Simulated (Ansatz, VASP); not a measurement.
**One calculation of Sc3Al5N8, two programs**

```
Sc Al N
1.0
    -0.00891   -0.00515   -4.96161
     3.35549    5.70898    0.01114
     3.26638   -5.65754    0.00000
Sc Al N
3 5 8
Direct
  0.01708 0.15944 0.32502
  0.01708 0.15944 0.83442
  0.51566 0.34689 0.67344
  0.00753 0.66381 0.33191
  0.00595 0.67113 0.83556
  0.50347 0.33907 0.16954
  0.50565 0.82981 0.66514
  0.50565 0.82981 0.16466
  0.58840 0.15661 0.31599
  0.58840 0.15661 0.84062
  0.62025 0.66698 0.33349
  0.62524 0.69424 0.84712
  0.08892 0.35255 0.67628
  0.12347 0.35569 0.17785
  0.12363 0.80896 0.65332
  0.12363 0.80896 0.15564
```

Alike in both runs: functional PBEsol; k mesh 4 × 6 × 6; occupations gaussian, width 0.1 eV; no spin polarisation.

Ansatz relaxed the structure, and its values are those at the end. VASP's run is a single point on that final structure, the one shown.

|  | VASP | Ansatz |
| --- | --- | --- |
| version | VASP 6.6.1 | Ansatz 0.2.0 |
| potentials or method | VASP PAW PBE potentials, release 64 (Sc_sv, Al, N), cutoff 520 eV | scalar-relativistic, plane waves, PAW |
| valence electrons in the cell | 88 | 88 |

VASP gave:

| Property | Result |
| --- | --- |
| gap on the k mesh at the Fermi level (eV) | 3.10 |
| least direct gap on the mesh (eV) | 3.19 |
| pressure (GPa) | 0.0 |
| rms of the force components (eV/Å) | 0.020 |

What did Ansatz give for the same quantities?

gap on the k mesh at the Fermi level (eV): 3.11; least direct gap on the mesh (eV): 3.20; pressure (GPa): -0.3; rms of the force components (eV/Å): 0.012.

VASP's potentials were made for PBE, not for PBEsol.
